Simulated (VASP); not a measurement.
# AgCl (Pm-3m) in VASP: notebook, part 2 of 2

VASP 6.6.1. The steps go on from the part before.

### Step 3. Electric field gradients, PBE (20.65 Å³/atom)

This run uses another cell than the first one, of 20.65 Å³/atom.

File INCAR:

```
SYSTEM = AgCl
  PREC = Accurate
  ENCUT = 520
  EDIFF = 1E-8
  ISMEAR = -1
  SIGMA = 0.01
  LREAL = .False.
  LASPH = .True.
  NELM = 60
  ALGO = Normal
  ISIF = 2
  LWAVE = .False.
  LCHARG = .False.
  GGA = PE
  LEFG = .True.
  NBANDS = 16
```

File KPOINTS:

```
regular mesh
0
Gamma
  9 9 9
  0 0 0
```

File POSCAR:

```
AgCl
1.0
    3.4567152058      0.0000000000      0.0000000000
    0.0000000000      3.4567152058      0.0000000000
    0.0000000000      0.0000000000      3.4567152058
Ag Cl
1 1
Direct
    0.0000000000      0.0000000000      0.0000000000
    0.5000000000      0.5000000000      0.5000000000
```

Potentials or basis: VASP PAW PBE potentials, release 64 (Ag, Cl).

Command:

```sh
$ cat potpaw_PBE.64/Ag/POTCAR potpaw_PBE.64/Cl/POTCAR > POTCAR
$ mpirun -np 1 vasp_std > vasp.out
```

OUTCAR:

```text
SYSTEM = AgCl
   PREC = Accurate
   ENCUT = 520
   EDIFF = 1E-8
   ISMEAR = -1
   LREAL = .False.
   LASPH = .True.
   NELM = 60
   ISIF = 2
   GGA = PE

 ion  position               nearest neighbor table
   1  0.000  0.000  0.000-   2 2.99   2 2.99   2 2.99   2 2.99   2 2.99   2 2.99   2 2.99   2 2.99

   2  0.500  0.500  0.500-   1 2.99   1 2.99   1 2.99   1 2.99   1 2.99   1 2.99   1 2.99   1 2.99

  LATTYP: Found a simple cubic cell.
 ALAT       =     3.4567152058

  Lattice vectors:

 A1 = (   3.4567152058,   0.0000000000,   0.0000000000)
 A2 = (   0.0000000000,   3.4567152058,   0.0000000000)
 A3 = (   0.0000000000,   0.0000000000,   3.4567152058)

Analysis of symmetry for initial positions (statically):
=====================================================================
 Subroutine PRICEL returns:
 Original cell was already a primitive cell.

 Routine SETGRP: Setting up the symmetry group for a
 simple cubic supercell.

 Subroutine GETGRP returns: Found 48 space group operations
 (whereof 48 operations were pure point group operations)
 out of a pool of 48 trial point group operations.

The static configuration has the point symmetry O_h .

Analysis of symmetry for dynamics (positions and initial velocities):
=====================================================================
 Subroutine PRICEL returns:
 Original cell was already a primitive cell.

 Routine SETGRP: Setting up the symmetry group for a
 simple cubic supercell.

 Subroutine GETGRP returns: Found 48 space group operations
 (whereof 48 operations were pure point group operations)
 out of a pool of 48 trial point group operations.

The dynamic configuration has the point symmetry O_h .

 Subroutine INISYM returns: Found 48 space group operations
 (whereof 48 operations are pure point group operations),
 and found     1 'primitive' translations

----------------------------------------------------------------------------------------

                                     Primitive cell

  volume of cell :      41.3039

  direct lattice vectors                    reciprocal lattice vectors
     3.456715206  0.000000000  0.000000000     0.289291984  0.000000000  0.000000000
     0.000000000  3.456715206  0.000000000     0.000000000  0.289291984  0.000000000
     0.000000000  0.000000000  3.456715206     0.000000000  0.000000000  0.289291984

  length of vectors
     3.456715206  3.456715206  3.456715206     0.289291984  0.289291984  0.289291984

  position of ions in fractional coordinates (direct lattice)
     0.000000000  0.000000000  0.000000000
     0.500000000  0.500000000  0.500000000

  ion indices of the primitive-cell ions
   primitive index   ion index
                 1           1
                 2           2

----------------------------------------------------------------------------------------

 KPOINTS: regular mesh

Automatic generation of k-mesh.
 Grid dimensions read from file:
 generate k-points for:    9    9    9

 Generating k-lattice:

[... 69 lines left out ...]
   POTIM  = 0.5000    time-step for ionic-motion
   TEBEG  =    0.0;   TEEND  =   0.0 temperature during run
   PSTRESS=    0.0 pullay stress
   NELECT =      18.0000    total number of electrons
   NUPDOWN=      -1.0000    fix difference up-down
   EMIN   =  10.00;   EMAX   =-10.00  energy-range for DOS
   EFERMI =   0.00;   METHOD = LEGACY
   ISMEAR =    -1;   SIGMA  =   0.01  broadening in eV -4-tet -1-fermi 0-gaus
   EFERMI_NEDOS =   21; number of points for ismear=-14 and -15
   IALGO  =     38    algorithm
   IMIX   =      4    mixing-type and parameters
     AMIX     =   0.40;   BMIX     =  1.00
     AMIX_MAG =   1.60;   BMIX_MAG =  1.00
  volume/ion in A,a.u.               =      20.65       139.37
  Fermi-wavevector in a.u.,A,eV,Ry     =   1.241182  2.345494 20.960214  1.540532
  Thomas-Fermi vector in A             =   2.375591
   LORBIT       =      0    0 simple, 1 ext, 2 COOP (PROOUT), +10 PAW based schemes
   GGA     = PE    functional components
   LHFCALC =     F    Hartree Fock is set to
   AEXX    =    0.0000 exact exchange contribution
   IVDW    =     0    specifies the selected vdW correction
   LEPSILON=     F    determine dielectric tensor
   LRPA    =     F    only Hartree local field effects (RPA)
 non-spin polarized calculation
  energy-cutoff  :      520.00
  volume of cell :       41.30
 maximum number of plane-waves:      1141
 NGX is ok and might be reduce to    28
   NGX = 13   NGY = 13   NGZ = 13

 number of electron      18.0000000 magnetization

 Free energy of the ion-electron system (eV)
  ---------------------------------------------------
  ext. energy  EPLUGINS =         0.00000000
  ---------------------------------------------------
  free energy    TOTEN  =        -5.11910175 eV

  energy without entropy =       -5.11910175  energy(sigma->0) =       -5.11910175

 E-fermi :   3.8393     XC(G=0): -10.2796

 val. band max:        3.6117805521   @ k =   0.4444   0.0000   0.0000
 cond. band min:       4.2127975629   @ k =   0.0000   0.0000   0.0000
 fundamental gap:      0.6010170108
 Fermi energy:         3.8392878265

 k-point     1 :       0.0000    0.0000    0.0000
  band No.  band energies     occupation
      1     -10.8064      2.00000
      2       1.0062      2.00000
      3       1.0062      2.00000
      4       1.9042      2.00000
      5       1.9042      2.00000
      6       1.9042      2.00000
[... 433 lines left out ...]
      3       0.2703      2.00000
      4       1.3415      2.00000
      5       1.5071      2.00000
      6       1.6510      2.00000
[... 8 lines left out ...]
     15      17.6580      0.00000
     16      19.4722      0.00000

 [... further k-points ...]

------------------------ aborting loop because EDIFF is reached ----------------------------------------

  FORCE on cell =-STRESS in cart. coord.  units (eV):
  Direction    XX          YY          ZZ          XY          YZ          ZX
  --------------------------------------------------------------------------------------
  -------------------------------------------------------------------------------------
  Total       -0.2887704     -0.2887704     -0.2887704     -0.0000000     -0.0000000     -0.0000000
  in kB      -11.2014045    -11.2014045    -11.2014045     -0.0000000     -0.0000000     -0.0000000
  external PRESSURE =     -11.2014045 kB  Pullay stress =       0.0000000 kB

 VOLUME and BASIS-vectors are now :
 -----------------------------------------------------------------------------
  energy-cutoff  :      520.00
  volume of cell :       41.30
      direct lattice vectors                 reciprocal lattice vectors
     3.456715206  0.000000000  0.000000000     0.289291984  0.000000000  0.000000000
     0.000000000  3.456715206  0.000000000     0.000000000  0.289291984  0.000000000
     0.000000000  0.000000000  3.456715206     0.000000000  0.000000000  0.289291984

 POSITION                                       TOTAL-FORCE (eV/Angst)
 -----------------------------------------------------------------------------------
      0.00000      0.00000      0.00000         0.000000      0.000000      0.000000
      1.72836      1.72836      1.72836         0.000000      0.000000      0.000000
 -----------------------------------------------------------------------------------
    total drift:                               -0.000000      0.000000      0.000000

  FREE ENERGIE OF THE ION-ELECTRON SYSTEM (eV)
  ---------------------------------------------------
  free  energy   TOTEN  =        -5.1191017520 eV

  energy  without entropy=       -5.1191017520  energy(sigma->0) =       -5.11910175

 Electric field gradients (V/A^2)
---------------------------------------------------------------------
 ion       V_xx      V_yy      V_zz      V_xy      V_xz      V_yz
---------------------------------------------------------------------
   1      -0.000    -0.000     0.000     0.000     0.000    -0.000
   2      -0.000    -0.000     0.000    -0.000    -0.000     0.000
---------------------------------------------------------------------

 Electric field gradients after diagonalization (V/A^2)
 (convention: |V_zz| > |V_xx| > |V_yy|)
----------------------------------------------------------------------
 ion       V_xx      V_yy      V_zz     asymmetry (V_yy - V_xx)/ V_zz
----------------------------------------------------------------------
   1      -0.000    -0.000     0.000       0.638
   2      -0.000    -0.000     0.000       0.452
----------------------------------------------------------------------

           NMR quadrupolar parameters

 Cq : quadrupolar parameter    Cq=e*Q*V_zz/h
 eta: asymmetry parameters     (V_yy - V_xx)/ V_zz
 Q  : nuclear electric quadrupole moment in mb (millibarn)
----------------------------------------------------------------------
 ion       Cq(MHz)       eta       Q (mb)
----------------------------------------------------------------------
   1       0.000       0.638       1.000
   2       0.000       0.452       1.000
----------------------------------------------------------------------
```

Wall time 30 s (1 thread of Intel Xeon 8259CL, shared host); peak memory 0.17 GiB.

What came out:

```
Free energy                             : -5.1191 eV
Pressure                                : -1.1 GPa
Band gap on the k mesh                  : 0.60 eV (least direct gap 2.01 eV)
Largest electric field gradient by atom : under 0.05 V/Å² on every atom
```

Levels at points of the mesh, in eV from the valence-band top:
```tsv
k point	band 6	band 7	band 8	band 9	band 10	band 11	band 12	band 13
(0.00, 0.00, 0.00)	-1.71	-1.41	-1.41	-1.41	0.60	9.49	9.49	13.54
```

Caveat: semilocal functionals underestimate gaps, and a narrow one can read as zero; an odd mesh through Γ misses points on the zone boundary, where band edges can lie.
